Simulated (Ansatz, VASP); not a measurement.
# Au in VASP and in Ansatz

The input INCAR:

```
PREC     = Accurate       # precision mode
ENCUT    = 520            # plane-wave cutoff, eV
EDIFF    = 1E-6           # SCF threshold, eV
ISMEAR   = -1             # smearing method
SIGMA    = 0.1            # smearing width, eV
LREAL    = False          # projectors in reciprocal space
LASPH    = True           # aspherical terms in the spheres
NELM     = 80             # most SCF steps
ALGO     = Normal         # electronic algorithm
ISIF     = 2              # what is computed and relaxed
LWAVE    = False          # write WAVECAR
LCHARG   = True           # write CHGCAR
GGA      = PS             # functional
LELF     = True           # ELF
LVHAR    = True         
NBANDS   = 12             # bands
```

KPOINTS

```
regular mesh
0
Gamma
  15 15 15
```

POSCAR

```
Au
1.0
   -1.6208886467      1.6208886467      1.6208886467
    1.6208886467     -1.6208886467      1.6208886467
    1.6208886467      1.6208886467     -1.6208886467
Au
1
Direct
    0.0000000000      0.0000000000      0.0000000000
```

Input for Ansatz:

```yaml
crystal:
  lattice:
    - [-1.6208886467, 1.6208886467, 1.6208886467]
    - [1.6208886467, -1.6208886467, 1.6208886467]
    - [1.6208886467, 1.6208886467, -1.6208886467]
  atoms:
    - { symbol: Au, position: [0.0, 0.0, 0.0] }
hamiltonian:
  xc: pbesol
  pseudopotentials:
    kind: paw
    azcp:
      Au: "pseudopotentials/Au.paw.azcp"
basis:
  ecutwfc: 420
  fft_grid_basis: typed
kpoints:
  mp_grid: { grid: [15, 15, 15], shift: [0, 0, 0] }
magnetization:
  spin_polarized: false
scf:
  occupations: { method: fermi_dirac, width: 0.1 }
  lower_state_search: "off"
output:
  stress: true
  write_density: true
  write_potential: true
  elf: true
  volumetric_format: npy
```

Alike in both runs: task single point; functional PBEsol; k mesh 15 × 15 × 15; occupations fermi-dirac, width 0.1 eV; no spin polarisation.

|  | VASP | Ansatz |
| --- | --- | --- |
| version | VASP 6.6.1 | Ansatz 0.2.0 |
| potentials or method | VASP PAW PBE potentials, release 64 (Au), cutoff 520 eV | plane waves (420 eV) with PAW, scalar-relativistic |
| valence electrons in the cell | 11 | 19 |

```tsv
	VASP	Ansatz	Ansatz less VASP
pressure (GPa)	0.2	0.4	+0.29
```

VASP's potentials were made for PBE, not for PBEsol, and Ansatz warns of the same on its side. VASP's potentials hold 11 valence electrons a cell and Ansatz's 19, so a difference there can come from the potentials and not from the codes.

Neither program's run includes spin-orbit coupling.
